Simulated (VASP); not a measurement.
A run of VASP 6.6.1 is set up as follows.

The input INCAR:

```
ALGO = Normal
DIPOL = 0.5 0.5 0.500
EDIFF = 1E-6
ENCUT = 520
GGA = PE
IDIPOL = 3
ISIF = 2
ISMEAR = 0
IVDW = 12
LASPH = T
LCHARG = F
LDIPOL = T
LREAL = F
LWAVE = F
NBANDS = 27
NELM = 80
PREC = Accurate
SIGMA = 0.02
```

Contents of KPOINTS:

```
k-points
0
Gamma
  9 9 1
```

File POSCAR:

```
InSe
1.0
    4.0940000000      0.0000000000      0.0000000000
   -2.0470000000      3.5455080031      0.0000000000
    0.0000000000      0.0000000000     36.7199571806
Se In
2 2
Direct
    0.0000000000      0.0000000000      0.4234745921
    0.0000000000      0.0000000000      0.5764976464
    0.6666666667      0.3333333333      0.4602840497
    0.6666666667      0.3333333333      0.5396882496
```

Potentials or basis: VASP PAW PBE potentials, release 64 (Se, In_d).

Run with:

```bash
$ cat potpaw_PBE.64/Se/POTCAR potpaw_PBE.64/In_d/POTCAR > POTCAR
$ mpirun -np 1 vasp_std > vasp.out
```

Estimate the dispersion energy per atom.

-0.208 eV.

What does it give for the largest force?

0.554 eV/Å.

Forces on the atoms (eV/Å):
```
Se   0.000  0.000  0.554
Se   0.000  0.000 -0.554
In   0.000  0.000 -0.063
In   0.000  0.000  0.063
```
